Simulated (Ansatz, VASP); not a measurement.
**NaBe4: VASP beside Ansatz**

```xyz
5
Lattice="3.9722 0.0000 0.0000 0.0000 3.9722 0.0000 0.0000 0.0000 3.9722" Properties=species:S:1:pos:R:3 pbc="T T T"
Na    1.9861    1.9861    1.9861
Be    1.9861    0.0000    0.0000
Be    0.0000    1.9861    0.0000
Be    0.0000    0.0000    1.9861
Be    0.0000    0.0000    0.0000
```

Alike in both runs: functional PBE; k mesh 4 × 4 × 4; occupations gaussian, width 0.1 eV; no spin polarisation.

Ansatz relaxed the structure, and its values are those at the end. VASP's run is a single point on that final structure, the one shown.

|  | VASP | Ansatz |
| --- | --- | --- |
| version | VASP 6.6.1 | Ansatz 0.2.0 |
| potentials or method | VASP PAW PBE potentials, release 64 (Na_pv, Be), cutoff 520 eV | scalar-relativistic, plane waves, PAW |
| valence electrons in the cell | 15 | 17 |

```tsv
	VASP	Ansatz	Ansatz less VASP
gap on the k mesh at the Fermi level (eV)	none	none	-
pressure (GPa)	0.1	0.0	-0.08
```

A gap of «none» marks a metal or a gap that the smearing closes. VASP's potentials hold 15 valence electrons a cell and Ansatz's 17, so a difference there can come from the potentials and not from the codes.

The k mesh is coarse, so the values compare programs but aren't converged.
